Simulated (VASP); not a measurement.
Input of a VASP 6.6.1 run:

Contents of INCAR:

```
PREC = Accurate
ENCUT = 600
EDIFF = 1E-7
ISMEAR = -1
SIGMA = 0.05
LREAL = F
LASPH = T
NELM = 100
ALGO = Normal
ISIF = 3
LWAVE = F
LCHARG = F
GGA = CA
IBRION = 2
NSW = 60
EDIFFG = -0.01
```

Contents of KPOINTS:

```
regular mesh
0
Gamma
  11 11 6
```

The input POSCAR:

```
TiAl
1.0
    2.8672622327      0.0000000000      0.0000000000
   -1.4336311163      2.4831219328      0.0000000000
    0.0000000000      0.0000000000      4.6780830000
Ti Al
1 1
Direct
    0.0000000000      0.0000000000      0.0000000000
    0.3333333333      0.6666666667      0.5000000000
```

Potentials or basis: VASP PAW LDA potentials, release 64 (Ti_sv, Al).

Command:

```sh
$ cat potpaw_LDA.64/Ti_sv/POTCAR potpaw_LDA.64/Al/POTCAR > POTCAR
$ mpirun -np 1 vasp_std > vasp.out
```

Question: Estimate the band gap on the k mesh.

Answer: Zero (an odd number of electrons rules out a gap without spin polarisation).

Question: Predict the relaxed volume.

Answer: 15.73 Å³/atom.

Question: What does it give for the relaxed cell?

Answer: a = 2.814 Å, b = 2.814 Å, c = 4.589 Å, α = 90.00°, β = 90.00°, γ = 120.00°.

Question: Estimate the space group after relaxing (to 0.1 Å).

Answer: P-6m2 (No. 187).

Step by step:
```csv
step,energy change (eV),largest force (eV/Å),pressure (GPa),volume (Å³)
1,0.0000,0.0000,-6.04,33.31
2,-0.0215,0.0000,4.44,30.37
3,-0.0366,0.0000,-0.03,31.47
4,-0.0366,0.0000,0.09,31.44
5,-0.0367,0.0000,0.10,31.42
6,-0.0367,0.0000,0.12,31.41
7,-0.0367,0.0000,-0.07,31.47
```
